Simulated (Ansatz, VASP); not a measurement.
# One calculation of As, two programs

```
As
1.0
     1.86740   -5.41559    0.00000
     1.86740    5.41559    0.00000
     0.00000    0.00000    4.30144
As
4
Cartesian
  1.8674 -4.1959 0.2399
  1.8674 -1.2197 2.3906
  1.8674 4.1959 4.0616
  1.8674 1.2197 1.9109
```

Alike in both runs: functional PBE; dispersion D3(BJ); k mesh 12 × 12 × 10; occupations gaussian, width 0.1 eV; no spin polarisation.

Ansatz relaxed the structure, and its values are those at the end. VASP's run is a single point on that final structure, the one shown.

|  | VASP | Ansatz |
| --- | --- | --- |
| version | VASP 6.6.1 | Ansatz 0.2.0 |
| potentials or method | VASP PAW PBE potentials, release 64 (As), cutoff 520 eV | scalar-relativistic, plane waves, PAW |
| valence electrons in the cell | 20 | 60 |

```csv
,VASP,Ansatz,Ansatz less VASP
gap on the k mesh at the Fermi level (eV),none,none,-
pressure (GPa),0.3,0.0,-0.32
rms of the force components (eV/Å),0.037,0.003,-0.0345
```

A gap of «none» marks a metal or a gap that the smearing closes. VASP's potentials hold 20 valence electrons a cell and Ansatz's 60, so a difference there can come from the potentials and not from the codes.
